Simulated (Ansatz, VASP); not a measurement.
## NaB in VASP and in Ansatz

```
Na B
1.0
     0.00000    2.63559    2.63559
     2.63559    0.00000    2.63559
     2.63559    2.63559    0.00000
Na B
1 1
Direct
  0.00000 0.00000 0.00000
  0.50000 0.50000 0.50000
```

Alike in both runs: task single point; functional LDA; k mesh 8 × 8 × 8; occupations gaussian, width 0.1 eV; no spin polarisation.

|  | VASP | Ansatz |
| --- | --- | --- |
| version | VASP 6.6.1 | Ansatz 0.2.0 |
| potentials or method | VASP PAW LDA potentials, release 64 (Na_pv, B) | scalar-relativistic, plane waves, PAW (harder set) |
| plane-wave cutoff (eV) | 500 | 710 |
| valence electrons in the cell | 10 | 12 |

|  | VASP | Ansatz | Ansatz less VASP |
| --- | --- | --- | --- |
| gap on the k mesh at the Fermi level (eV) | none | none | - |
| pressure (GPa) | -1.3 | -1.3 | -0.02 |

LDA's correlation is that of Perdew and Zunger in VASP and of Perdew and Wang (1992) in Ansatz. A gap of «none» marks a metal or a gap that the smearing closes. VASP's potentials hold 10 valence electrons a cell and Ansatz's 12, so a difference there can come from the potentials and not from the codes.
